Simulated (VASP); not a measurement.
A run of VASP 6.6.1 is set up as follows.

The input INCAR:

```
ALGO = Normal ; EDIFF = 1E-6
ENCUT = 520 ; GGA = PE
ISIF = 2 ; ISMEAR = 0
LASPH = True ; LCHARG = False
LREAL = False ; LWAVE = False
NBANDS = 12 ; NELM = 60
PREC = Accurate ; SIGMA = 0.01
```

Contents of KPOINTS:

```
k-points
0
Gamma
  6 6 6
```

Contents of POSCAR:

```
LiF
1.0
    0.0000000000      1.9948717404      1.9948717404
    1.9948717404      0.0000000000      1.9948717404
    1.9948717404      1.9948717404      0.0000000000
Li F
1 1
Direct
    0.0000000000      0.0000000000      0.0000000000
    0.5000000000      0.5000000000      0.5000000000
```

Potentials or basis: VASP PAW PBE potentials, release 64 (Li_sv, F).

Command:

```console
$ cat potpaw_PBE.64/Li_sv/POTCAR potpaw_PBE.64/F/POTCAR > POTCAR
$ mpirun -np 1 vasp_std > vasp.out
```

(1) What does it give for the band gap on the k mesh?

## Answers

(1) 9.35 eV.

Caveat: the k points lie up to 0.45 Å⁻¹ apart.
